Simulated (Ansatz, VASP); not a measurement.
Two plane-wave programs on Ag

```
Ag
1.0
     0.00000    1.99202    2.09418
     1.99202    0.00000    2.09418
     1.99202    1.99202    0.00000
Ag
1
Direct
  0.00000 0.00000 0.00000
```

Change from the starting cell: strain -0.025 along x and y, +0.025 along z, atoms carried along.

Alike in both runs: task single point; functional PBE; k mesh 20 × 20 × 20; occupations gaussian, width 0.15 eV; no spin polarisation.

```csv
,VASP,Ansatz
version,VASP 6.6.1,Ansatz 0.2.0
potentials or method,"VASP PAW PBE potentials, release 64 (Ag), cutoff 520 eV","scalar-relativistic, plane waves, PAW"
valence electrons in the cell,11,19
```

|  | VASP | Ansatz | Ansatz less VASP |
| --- | --- | --- | --- |
| gap on the k mesh at the Fermi level (eV) | none | none | - |
| pressure (GPa) | 7.8 | 8.1 | +0.21 |
| traceless stress, the component that is largest in VASP (GPa) | -1.73 | -1.74 | -0.008 |

A gap of «none» marks a metal or a gap that the smearing closes. With one functional, cell and mesh, what is left measures potentials, basis and numerics. VASP's potentials hold 11 valence electrons a cell and Ansatz's 19, so a difference there can come from the potentials and not from the codes.
